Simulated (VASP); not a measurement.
ZrS2:

```
Zr S
1.0
     3.69138    0.00000    0.00000
    -1.84569    3.19683    0.00000
     0.00000    0.00000    6.04108
Zr S
1 2
Cartesian
  0.0000 0.0000 0.0000
  1.8457 1.0656 4.6038
  0.0000 2.1312 1.4372
```

| Item | Value |
| --- | --- |
| Program | VASP 6.6.1 |
| Task | relaxation of cell and atoms |
| Functional | PBE |
| Dispersion | D4 |
| Potentials or basis | VASP PAW PBE potentials, release 64 (Zr_sv, S) |
| Cutoff | 500 eV |
| k mesh | 12 × 12 × 4 |
| Occupations | fermi-dirac, width 0.01 eV |
| Spin | no spin polarisation |

At the start: pressure -1.4 GPa; volume 23.76 Å³/atom.

How do energy, volume and symmetry change on relaxing?

Over 12 steps the energy falls by 6.9 meV/atom and the volume is 22.32 Å³/atom (-6.1 %); space group P-3m1 (No. 164, to 0.1 Å) before and after.

Step by step:
```tsv
step	energy change (eV)	largest force (eV/Å)	pressure (GPa)	volume (Å³)
1	0.0000	0.0470	-1.44	71.29
2	-0.0030	0.3620	1.38	69.11
3	-0.0066	0.2260	0.15	70.02
4	-0.0104	0.1356	0.01	69.73
5	-0.0117	0.0421	-0.13	69.44
6	-0.0136	0.0395	-0.11	69.12
7	-0.0183	0.0309	-0.03	68.14
8	-0.0198	0.0076	0.29	66.20
9	-0.0207	0.0233	0.15	67.00
10	-0.0207	0.0216	0.17	66.89
11	-0.0192	0.1157	-0.84	67.37
12	-0.0208	0.0011	0.01	66.97
```

Final structure:
```cif
data_structure
_symmetry_space_group_name_H-M 'P 1'
_symmetry_Int_Tables_number 1
_cell_length_a 3.6461
_cell_length_b 3.6461
_cell_length_c 5.8167
_cell_angle_alpha 90.000
_cell_angle_beta 90.000
_cell_angle_gamma 120.000
_cell_volume 66.97
loop_
_atom_site_label
_atom_site_type_symbol
_atom_site_fract_x
_atom_site_fract_y
_atom_site_fract_z
_atom_site_occupancy
Zr1 Zr 0.00000 0.00000 0.00000 1
S1 S 0.66667 0.33333 0.74942 1
S2 S 0.33333 0.66667 0.25058 1
```
